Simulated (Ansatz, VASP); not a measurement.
## Nb3Tl in VASP and in Ansatz

```
Nb Tl
1.0
     5.28135    0.00000    0.00000
     0.00000    5.28135    0.00000
     0.00000    0.00000    5.28135
Nb Tl
6 2
Direct
  0.25000 0.00000 0.50000
  0.50000 0.75000 0.00000
  0.75000 0.00000 0.50000
  0.50000 0.25000 0.00000
  0.00000 0.50000 0.75000
  0.00000 0.50000 0.25000
  0.00000 0.00000 0.00000
  0.50000 0.50000 0.50000
```

Alike in both runs: functional PBEsol; k mesh 6 × 6 × 6; occupations fermi-dirac, width 0.1 eV; no spin polarisation.

Ansatz relaxed the structure, and its values are those at the end. VASP's run is a single point on that final structure, the one shown.

```csv
,VASP,Ansatz
version,VASP 6.6.1,Ansatz 0.2.0
potentials or method,"VASP PAW PBE potentials, release 64 (Nb_sv, Tl_d), cutoff 520 eV",PAW plane waves
valence electrons in the cell,104,104
```

```csv
,VASP,Ansatz,Ansatz less VASP
gap on the k mesh at the Fermi level (eV),none,none,-
pressure (GPa),-0.2,0.0,+0.23
```

VASP's potentials were made for PBE, not for PBEsol, and Ansatz warns of the same on its side. A gap of «none» marks a metal or a gap that the smearing closes.

Neither program's run includes spin-orbit coupling.
